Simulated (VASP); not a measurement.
# HfCuSi3 (P4mm) in VASP: notebook

The runs below take HfCuSi3 through single point, relaxation of cell and atoms, with PBE.

Everything below comes from runs of VASP 6.6.1. Logs are shortened: lines on timing, memory, paths and dates and some standing lists are left out, and cuts for length are marked.

## Step 1: The cell of the first run

It takes space group P4mm (No. 99, tetragonal). Conventional cell: a = 3.756 Å, b = 3.756 Å, c = 5.833 Å, α = 90.00°, β = 90.00°, γ = 90.00°. Within 3.5 Å of Hf (site symmetry 4mm) lie 8 Si at 2.66 to 2.81 Å and 4 Cu at 3.43 Å. Within 3.0 Å of Si (site symmetry 4mm) lie 1 Cu at 2.29 Å and 4 Hf at 2.66 Å and 4 Si at 2.73 Å. Within 3.2 Å of Si (site symmetry 2mm) lie 2 Cu at 2.44 Å and 6 Si at 2.66 to 2.73 Å and 2 Hf at 2.81 Å. Cu (site symmetry 4mm) has 5 Si at 2.29 to 2.44 Å within 3.0 Å.

## Step 2: Single point, PBE

The input, INCAR:

```
SYSTEM = HfCuSi3
PREC = Accurate
ENCUT = 520
EDIFF = 1E-6
ISMEAR = 0
SIGMA = 0.1
LREAL = .False.
LASPH = .True.
NELM = 60
ALGO = Normal
ISIF = 2
LWAVE = .False.
LCHARG = .False.
GGA = PE
NBANDS = 24
```

The input, KPOINTS:

```
Automatic mesh
0
Gamma
  4 4 4
  0 0 0
```

The input, POSCAR:

```
HfCuSi3
1.0
    3.7560743734      0.0000000000      0.0000000000
    0.0000000000      3.7560743734      0.0000000000
    0.0000000000      0.0000000000      5.8328656100
Hf Si Cu
1 3 1
Direct
    0.0000000000      0.0000000000      0.0192239652
    0.5000000000      0.5000000000      1.0384040669
    0.0000000000      0.5000000000      0.3781773089
    0.5000000000      0.0000000000      0.3781773089
    0.5000000000      0.5000000000      0.6460173501
```

Potentials or basis: VASP PAW PBE potentials, release 64 (Hf_pv, Si, Cu).

The run is started by

```sh
cat potpaw_PBE.64/Hf_pv/POTCAR potpaw_PBE.64/Si/POTCAR potpaw_PBE.64/Cu/POTCAR > POTCAR
mpirun -np 1 vasp_std > vasp.out
```

OUTCAR:

```text
SYSTEM = HfCuSi3
   PREC = Accurate
   ENCUT = 520
   EDIFF = 1E-6
   ISMEAR = 0
   LREAL = .False.
   LASPH = .True.
   NELM = 60
   ISIF = 2
   GGA = PE

 ion  position               nearest neighbor table
   1  0.000  0.000  0.019-   2 2.66   2 2.66   2 2.66   2 2.66   3 2.81   4 2.81   4 2.81   3 2.81

   2  0.500  0.500  0.038-   5 2.29   1 2.66   1 2.66   1 2.66   1 2.66   4 2.73   3 2.73   3 2.73
                             4 2.73
   3  0.000  0.500  0.378-   5 2.44   5 2.44   4 2.66   4 2.66   4 2.66   4 2.66   2 2.73   2 2.73
                             1 2.81   1 2.81
   4  0.500  0.000  0.378-   5 2.44   5 2.44   3 2.66   3 2.66   3 2.66   3 2.66   2 2.73   2 2.73
                             1 2.81   1 2.81
   5  0.500  0.500  0.646-   2 2.29   3 2.44   4 2.44   4 2.44   3 2.44

  LATTYP: Found a simple tetragonal cell.
 ALAT       =     3.7560743734
 C/A-ratio  =     1.5529153659

  Lattice vectors:

 A1 = (   3.7560743734,   0.0000000000,   0.0000000000)
 A2 = (   0.0000000000,   3.7560743734,   0.0000000000)
 A3 = (   0.0000000000,   0.0000000000,   5.8328656100)

Analysis of symmetry for initial positions (statically):
=====================================================================
 Subroutine PRICEL returns:
 Original cell was already a primitive cell.

 Routine SETGRP: Setting up the symmetry group for a
 simple tetragonal supercell.

 Subroutine GETGRP returns: Found  8 space group operations
 (whereof  8 operations were pure point group operations)
 out of a pool of 16 trial point group operations.

The static configuration has the point symmetry C_4v.

Analysis of symmetry for dynamics (positions and initial velocities):
=====================================================================
 Subroutine PRICEL returns:
 Original cell was already a primitive cell.

 Routine SETGRP: Setting up the symmetry group for a
 simple tetragonal supercell.

 Subroutine GETGRP returns: Found  8 space group operations
 (whereof  8 operations were pure point group operations)
 out of a pool of 16 trial point group operations.

The dynamic configuration has the point symmetry C_4v.

 Subroutine INISYM returns: Found  8 space group operations
 (whereof  8 operations are pure point group operations),
 and found     1 'primitive' translations

----------------------------------------------------------------------------------------

                                     Primitive cell

  volume of cell :      82.2906

  direct lattice vectors                    reciprocal lattice vectors
     3.756074373  0.000000000  0.000000000     0.266235410  0.000000000  0.000000000
     0.000000000  3.756074373  0.000000000     0.000000000  0.266235410  0.000000000
     0.000000000  0.000000000  5.832865610     0.000000000  0.000000000  0.171442318

  length of vectors
     3.756074373  3.756074373  5.832865610     0.266235410  0.266235410  0.171442318

  position of ions in fractional coordinates (direct lattice)
     0.000000000  0.000000000  0.019223965
     0.500000000  0.500000000  0.038404067
     0.000000000  0.500000000  0.378177309
     0.500000000  0.000000000  0.378177309
     0.500000000  0.500000000  0.646017350

  ion indices of the primitive-cell ions
   primitive index   ion index
                 1           1
                 2           2
                 3           3
                 4           4
                 5           5

----------------------------------------------------------------------------------------

 KPOINTS: Automatic mesh

Automatic generation of k-mesh.
 Grid dimensions read from file:
 generate k-points for:    4    4    4

 Generating k-lattice:

  Cartesian coordinates                     Fractional coordinates (reciprocal lattice)
     0.066558852  0.000000000  0.000000000     0.250000000  0.000000000  0.000000000
     0.000000000  0.066558852  0.000000000     0.000000000  0.250000000  0.000000000
     0.000000000  0.000000000  0.042860579     0.000000000  0.000000000  0.250000000

  Length of vectors
     0.066558852  0.066558852  0.042860579

  Shift w.r.t. Gamma in fractional coordinates (k-lattice)
     0.000000000  0.000000000  0.000000000

 Subroutine IBZKPT returns following result:
 ===========================================

 Found     18 irreducible k-points:

 Following reciprocal coordinates:
            Coordinates               Weight
  0.000000  0.000000  0.000000      1.000000
  0.250000  0.000000  0.000000      4.000000
  0.500000  0.000000  0.000000      2.000000
  0.250000  0.250000  0.000000      4.000000
  0.500000  0.250000  0.000000      4.000000
  0.500000  0.500000  0.000000      1.000000
[... 10 lines left out ...]
  0.500000  0.250000  0.500000      4.000000
  0.500000  0.500000  0.500000      1.000000
   k-points           NKPTS =     18   k-points in BZ     NKDIM =     18   number of bands    NBANDS=     24
   number of dos      NEDOS =    301   number of ions     NIONS =      5
   total plane-waves  NPLWV =  37632
   dimension x,y,z NGX =    28 NGY =   28 NGZ =   48
   dimension x,y,z NGXF=    56 NGYF=   56 NGZF=   96
   ions per type =               1   3   1
   NGX,Y,Z   is equivalent  to a cutoff of  12.39, 12.39, 13.68 a.u.
   NGXF,Y,Z  is equivalent  to a cutoff of  24.79, 24.79, 27.36 a.u.
 SYSTEM =  HfCuSi3
   PREC   = accura    normal or accurate (medium, high low for compatibility)
   ISTART =      0    job   : 0-new  1-cont  2-samecut
   ICHARG =      2    charge: 1-file 2-atom 10-const
   ISPIN  =      1    spin polarized calculation?
   LNONCOLLINEAR =      F non collinear calculations
   LSORBIT =      F    spin-orbit coupling
   LASPH  =      T    aspherical Exc in radial PAW
   ENCUT  =  520.0 eV  38.22 Ry    6.18 a.u.   6.98  6.98 10.85*2*pi/ulx,y,z
   NELM   =     60;   NELMIN=  2; NELMDL= -5     # of ELM steps
   EDIFF  = 0.1E-05   stopping-criterion for ELM
   LREAL  =      F    real-space projection
   EDIFFG = 0.1E-04   stopping-criterion for IOM
   NSW    =      0    number of steps for IOM
   IBRION =     -1    ionic relax: 0-MD 1-quasi-New 2-CG
   NFREE  =      0    steps in history (QN), initial steepest desc. (CG)
   ISIF   =      2    stress and relaxation
   ISYM   =      2    0-nonsym 1-usesym 2-fastsym
   POTIM  = 0.5000    time-step for ionic-motion
   TEBEG  =    0.0;   TEEND  =   0.0 temperature during run
   PSTRESS=    0.0 pullay stress
   NELECT =      33.0000    total number of electrons
   NUPDOWN=      -1.0000    fix difference up-down
   EMIN   =  10.00;   EMAX   =-10.00  energy-range for DOS
   EFERMI =   0.00;   METHOD = LEGACY
   ISMEAR =     0;   SIGMA  =   0.10  broadening in eV -4-tet -1-fermi 0-gaus
   EFERMI_NEDOS =   21; number of points for ismear=-14 and -15
   IALGO  =     38    algorithm
   IMIX   =      4    mixing-type and parameters
     AMIX     =   0.40;   BMIX     =  1.00
     AMIX_MAG =   1.60;   BMIX_MAG =  1.00
  volume/ion in A,a.u.               =      16.46       111.06
  Fermi-wavevector in a.u.,A,eV,Ry     =   1.207247  2.281365 19.829738  1.457445
  Thomas-Fermi vector in A             =   2.342890
   LORBIT       =      0    0 simple, 1 ext, 2 COOP (PROOUT), +10 PAW based schemes
   GGA     = PE    functional components
   LHFCALC =     F    Hartree Fock is set to
   AEXX    =    0.0000 exact exchange contribution
   IVDW    =     0    specifies the selected vdW correction
   LEPSILON=     F    determine dielectric tensor
   LRPA    =     F    only Hartree local field effects (RPA)
 non-spin polarized calculation
 Gauss-broadening in eV      SIGMA  =   0.10
  energy-cutoff  :      520.00
  volume of cell :       82.29
 maximum number of plane-waves:      2244
 NGX is ok and might be reduce to    28
   NGX = 13   NGY = 13   NGZ = 21

 number of electron      33.0000009 magnetization

 Free energy of the ion-electron system (eV)
  ---------------------------------------------------
  ext. energy  EPLUGINS =         0.00000000
  ---------------------------------------------------
  free energy    TOTEN  =       -30.03235681 eV

  energy without entropy =      -30.01764272  energy(sigma->0) =      -30.02499976

 E-fermi :   7.5061     XC(G=0): -11.0093

 val. band max:        7.4841218051   @ k =   0.2500   0.0000   0.2500
 cond. band min:       7.5943688568   @ k =   0.5000   0.2500   0.5000
 fundamental gap:      0.1102470517
 Fermi energy:         7.5060672421

 k-point     1 :       0.0000    0.0000    0.0000
  band No.  band energies     occupation
      1     -23.3952      2.00000
      2     -23.3232      2.00000
      3     -23.3232      2.00000
      4      -5.2252      2.00000
      5      -1.0080      2.00000
      6       1.8259      2.00000
[... 16 lines left out ...]
     23      11.6883      0.00000
     24      12.2610      0.00000

 k-point     2 :       0.2500    0.0000    0.0000
  band No.  band energies     occupation
      1     -23.3905      2.00000
      2     -23.3731      2.00000
      3     -23.3185      2.00000
      4      -4.5721      2.00000
      5      -0.4438      2.00000
      6       0.5083      2.00000
[... 16 lines left out ...]
     23      12.2673      0.00000
     24      12.3898      0.00000

 k-point     3 :       0.5000    0.0000    0.0000
  band No.  band energies     occupation
      1     -23.4233      2.00000
      2     -23.3850      2.00000
      3     -23.3138      2.00000
      4      -3.1442      2.00000
      5      -2.0657      2.00000
      6       1.0349      2.00000
[... 16 lines left out ...]
     23      11.6637      0.00000
     24      12.5595      0.00000

 k-point     4 :       0.2500    0.2500    0.0000
  band No.  band energies     occupation
      1     -23.3860      2.00000
      2     -23.3682      2.00000
      3     -23.3651      2.00000
      4      -3.9615      2.00000
      5      -0.1301      2.00000
      6       0.5042      2.00000
[... 16 lines left out ...]
     23      12.4022      0.00000
     24      12.9200      0.00000

 k-point     5 :       0.5000    0.2500    0.0000
  band No.  band energies     occupation
      1     -23.4150      2.00000
      2     -23.3805      2.00000
      3     -23.3602      2.00000
      4      -2.6743      2.00000
      5      -1.5028      2.00000
      6       0.5043      2.00000
[... 16 lines left out ...]
     23      12.5886      0.00000
     24      12.6554      0.00000

 k-point     6 :       0.5000    0.5000    0.0000
  band No.  band energies     occupation
      1     -23.4067      2.00000
      2     -23.4067      2.00000
      3     -23.3755      2.00000
      4      -1.7962      2.00000
      5      -0.5557      2.00000
      6      -0.5557      2.00000
[... 16 lines left out ...]
     23      12.4520      0.00000
     24      12.9704      0.00000
[... 217 lines left out ...]
 k-point    15 :       0.5000    0.0000    0.5000
  band No.  band energies     occupation
      1     -23.4233      2.00000
      2     -23.3854      2.00000
      3     -23.3137      2.00000
      4      -2.9556      2.00000
      5      -1.9290      2.00000
      6      -0.1777      2.00000
[... 16 lines left out ...]
     23      11.3281      0.00000
     24      11.9779      0.00000

 k-point    16 :       0.2500    0.2500    0.5000
  band No.  band energies     occupation
      1     -23.3863      2.00000
      2     -23.3682      2.00000
      3     -23.3650      2.00000
      4      -3.7411      2.00000
      5      -0.9141      2.00000
      6       0.4960      2.00000
[... 16 lines left out ...]
     23      11.6851      0.00000
     24      12.2759      0.00000

 k-point    17 :       0.5000    0.2500    0.5000
  band No.  band energies     occupation
      1     -23.4150      2.00000
      2     -23.3808      2.00000
      3     -23.3602      2.00000
      4      -2.4477      2.00000
      5      -1.4081      2.00000
      6      -0.2025      2.00000
[... 16 lines left out ...]
     23      11.4436      0.00000
     24      12.2565      0.00000

 k-point    18 :       0.5000    0.5000    0.5000
  band No.  band energies     occupation
      1     -23.4067      2.00000
      2     -23.4067      2.00000
      3     -23.3757      2.00000
      4      -1.4718      2.00000
      5      -0.5792      2.00000
      6      -0.5792      2.00000
[... 16 lines left out ...]
     23      11.1397      0.00000
     24      11.1397      0.00000

------------------------ aborting loop because EDIFF is reached ----------------------------------------

  FORCE on cell =-STRESS in cart. coord.  units (eV):
  Direction    XX          YY          ZZ          XY          YZ          ZX
  --------------------------------------------------------------------------------------
  -------------------------------------------------------------------------------------
  Total        0.0237256      0.0237256      0.1336353      0.0000000      0.0000000      0.0000000
  in kB        0.4619322      0.4619322      2.6018447      0.0000000      0.0000000      0.0000000
  external PRESSURE =       1.1752363 kB  Pullay stress =       0.0000000 kB

 VOLUME and BASIS-vectors are now :
 -----------------------------------------------------------------------------
  energy-cutoff  :      520.00
  volume of cell :       82.29
      direct lattice vectors                 reciprocal lattice vectors
     3.756074373  0.000000000  0.000000000     0.266235410  0.000000000  0.000000000
     0.000000000  3.756074373  0.000000000     0.000000000  0.266235410  0.000000000
     0.000000000  0.000000000  5.832865610     0.000000000  0.000000000  0.171442318

 POSITION                                       TOTAL-FORCE (eV/Angst)
 -----------------------------------------------------------------------------------
      0.00000      0.00000      0.11213        -0.000000     -0.000000      0.005749
      1.87804      1.87804      0.22401         0.000000     -0.000000      0.030721
      0.00000      1.87804      2.20586         0.000000     -0.000000     -0.031586
      1.87804      0.00000      2.20586         0.000000     -0.000000     -0.031586
      1.87804      1.87804      3.76813         0.000000      0.000000      0.026702
 -----------------------------------------------------------------------------------
    total drift:                                0.000000      0.000000      0.000041

  FREE ENERGIE OF THE ION-ELECTRON SYSTEM (eV)
  ---------------------------------------------------
  free  energy   TOTEN  =       -30.0323568119 eV

  energy  without entropy=      -30.0176427154  energy(sigma->0) =      -30.02499976
```

Wall time 54 s (1 thread of Intel Xeon Platinum 8259CL at 2.50GHz (Skylake/Cascade Lake), shared host); peak memory 0.21 GiB.

Results:

| Property | Result |
| --- | --- |
| Free energy | -30.0324 eV |
| Pressure | 0.1 GPa |
| Largest force | 0.032 eV/Å |
| Band gap on the k mesh | zero (an odd number of electrons rules out a gap without spin polarisation) |

Forces in eV/Å, atoms in the order of the input:
```
Hf   0.000  0.000  0.006
Si   0.000  0.000  0.031
Si   0.000  0.000 -0.032
Si   0.000  0.000 -0.032
Cu   0.000  0.000  0.027
```

Stress tensor (GPa, compression positive):
```
0.05 0.00 0.00
0.00 0.05 0.00
0.00 0.00 0.26
```

Caveat: the k points lie up to 0.42 Å⁻¹ apart, too coarse for converged energies and pressures of a metal; spin-orbit coupling is left out, which moves the levels of the heavy elements.

## Step 3: Single point, PBE

This run uses another cell than the first one, of 16.64 Å³/atom.

The input, INCAR:

```
  ALGO = Normal
  EDIFF = 1E-7
  ENCUT = 520
  GGA = PE
  ISIF = 2
  ISMEAR = 0
  LASPH = True
  LCHARG = False
  LREAL = False
  LWAVE = False
  NBANDS = 24
  NELM = 100
  PREC = Accurate
  SIGMA = 0.1
```

The input, KPOINTS:

```
k-points
0
Gamma
  10 10 6
```

The input, POSCAR:

```
HfCuSi3
1.0
    3.7118565560      0.0000000000      0.0000000000
    0.0000000000      3.7118565560      0.0000000000
    0.0000000000      0.0000000000      6.0393499032
Hf Si Cu
1 3 1
Direct
    0.0000000000      0.0000000000      0.0284393286
    0.5000000000      0.5000000000      0.0210395736
    0.0000000000      0.5000000000      0.3843726474
    0.5000000000      0.0000000000      0.3843726474
    0.5000000000      0.5000000000      0.6417758032
```

Potentials or basis: VASP PAW PBE potentials, release 64 (Hf_pv, Si, Cu).

The run is started by

```sh
cat potpaw_PBE.64/Hf_pv/POTCAR potpaw_PBE.64/Si/POTCAR potpaw_PBE.64/Cu/POTCAR > POTCAR
mpirun -np 1 vasp_std > vasp.out
```

OUTCAR:

```text
EDIFF = 1E-7
   ENCUT = 520
   GGA = PE
   ISIF = 2
   ISMEAR = 0
   LASPH = True
   LREAL = False
   NELM = 100
   PREC = Accurate

 ion  position               nearest neighbor table
   1  0.000  0.000  0.028-   2 2.63   2 2.63   2 2.63   2 2.63   3 2.84   4 2.84   4 2.84   3 2.84

   2  0.500  0.500  0.021-   5 2.29   1 2.63   1 2.63   1 2.63   1 2.63   4 2.87   3 2.87   3 2.87
                             4 2.87
   3  0.000  0.500  0.384-   5 2.42   5 2.42   4 2.62   4 2.62   4 2.62   4 2.62   1 2.84   1 2.84
                             2 2.87   2 2.87
   4  0.500  0.000  0.384-   5 2.42   5 2.42   3 2.62   3 2.62   3 2.62   3 2.62   1 2.84   1 2.84
[... 856 lines left out ...]
  -------------------------------------------------------------------------------------
  Total        0.0266617      0.0266617      0.1139197      0.0000000     -0.0000000      0.0000000
  in kB        0.5133642      0.5133642      2.1934955      0.0000000     -0.0000000      0.0000000
  external PRESSURE =       1.0734079 kB  Pullay stress =       0.0000000 kB

 VOLUME and BASIS-vectors are now :
 -----------------------------------------------------------------------------
  energy-cutoff  :      520.00
  volume of cell :       83.21
      direct lattice vectors                 reciprocal lattice vectors
     3.711856556  0.000000000  0.000000000     0.269406963  0.000000000  0.000000000
     0.000000000  3.711856556  0.000000000     0.000000000  0.269406963  0.000000000
     0.000000000  0.000000000  6.039349903     0.000000000  0.000000000  0.165580736

 POSITION                                       TOTAL-FORCE (eV/Angst)
 -----------------------------------------------------------------------------------
      0.00000      0.00000      0.17176         0.000000     -0.000000      0.007243
      1.85593      1.85593      0.12707         0.000000     -0.000000      0.034442
      0.00000      1.85593      2.32136         0.000000     -0.000000     -0.033203
      1.85593      0.00000      2.32136         0.000000     -0.000000     -0.033203
      1.85593      1.85593      3.87591         0.000000      0.000000      0.024722
 -----------------------------------------------------------------------------------
    total drift:                                0.000000      0.000000     -0.000819

  FREE ENERGIE OF THE ION-ELECTRON SYSTEM (eV)
  ---------------------------------------------------
  free  energy   TOTEN  =       -29.9785057639 eV

  energy  without entropy=      -29.9674128288  energy(sigma->0) =      -29.97295930
```

Wall time 4.5 min (1 thread of Intel Xeon Platinum 8259CL at 2.50GHz (Skylake/Cascade Lake), shared host); peak memory 0.31 GiB.

What came out:

- Free energy: -29.9785 eV
- Pressure: 0.1 GPa
- Largest force: 0.034 eV/Å
- Band gap on the k mesh: zero (an odd number of electrons rules out a gap without spin polarisation)

Forces in eV/Å, atoms in the order of the input:
```
Hf   0.000  0.000  0.007
Si   0.000  0.000  0.034
Si   0.000  0.000 -0.033
Si   0.000  0.000 -0.033
Cu   0.000  0.000  0.025
```

Stress tensor (GPa, compression positive):
```
0.05 0.00 0.00
0.00 0.05 0.00
0.00 0.00 0.22
```

Levels at points of the mesh, in eV from the Fermi level:
```tsv
k point	band 13	band 14	band 15	band 16	band 17	band 18	band 19	band 20
(0.00, 0.00, 0.00)	-2.46	-2.46	-0.61	0.39	1.04	1.04	1.14	1.95
(0.50, 0.00, 0.00)	-3.14	-2.85	-2.00	-0.53	0.97	1.18	1.20	2.82
(0.50, 0.50, 0.00)	-3.33	-2.43	-2.43	-1.90	-1.05	-1.05	1.96	2.97
(0.00, 0.00, 0.50)	-2.41	-2.41	-2.32	0.31	0.66	0.66	1.13	1.60
(0.50, 0.00, 0.50)	-2.46	-2.35	-1.19	-0.54	0.17	0.36	1.68	1.88
(0.50, 0.50, 0.50)	-3.28	-3.25	-3.25	0.18	0.37	0.37	0.85	2.37
```

Caveat: spin-orbit coupling is left out, which moves the levels of the heavy elements.

[end of part 1 of 2]
